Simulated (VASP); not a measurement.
Wanted: the native input for a VASP 6.6.1 run.

- Task: single point
- Functional: PBE
- Potentials or basis: VASP PAW PBE potentials, release 64 (Ga_d, As)
- Cutoff: 500 eV
- k mesh: 6 × 6 × 6
- Occupations: gaussian, width 0.2 eV
- Spin: no spin polarisation
- Dipole correction: no
- Further INCAR settings: ALGO = Normal; EDIFF = 1e-06; NBANDS = 34

The structure of Ga2As5 lies in POSCAR:

```
Ga2As5
1.0
   -1.9232260955      3.3311253119      0.0000000000
   -3.8464521910      0.0000000000      0.0000000000
   -1.9232260955      1.1103751039     11.6533136267
Ga As
2 5
Direct
    0.2927345440      0.2927345440      0.1217963679
    0.7072654560      0.7072654560      0.8782036321
    0.5685061455      0.5685061455      0.2944815635
    0.4314938545      0.4314938545      0.7055184365
    0.0000000000      0.0000000000      0.0000000000
    0.8641231933      0.8641231933      0.4076304200
    0.1358768067      0.1358768067      0.5923695800
```

The input as run:

INCAR

```
PREC = Accurate ; ENCUT = 500
EDIFF = 1E-6 ; ISMEAR = 0
SIGMA = 0.2 ; LREAL = False
LASPH = True ; NELM = 120
ALGO = Normal ; ISIF = 2
LWAVE = False ; LCHARG = False
GGA = PE ; NBANDS = 34
GGA_COMPAT = False
```

KPOINTS

```
regular mesh
0
Gamma
  6 6 6
```

Potentials or basis: VASP PAW PBE potentials, release 64 (Ga_d, As).

Command:

```sh
$ cat potpaw_PBE.64/Ga_d/POTCAR potpaw_PBE.64/As/POTCAR > POTCAR
$ mpirun -np 1 vasp_std > vasp.out
```

It gave:

| Item | Value |
| --- | --- |
| Pressure | 0.1 GPa |
| Largest force | 0.087 eV/Å |
| Band gap on the k mesh | zero (an odd number of electrons rules out a gap without spin polarisation) |

Run time: 96 s on 1 thread of Intel(R) Xeon(R) 6975P-C (Granite Rapids), with other jobs on the host, peak memory 0.31 GiB.
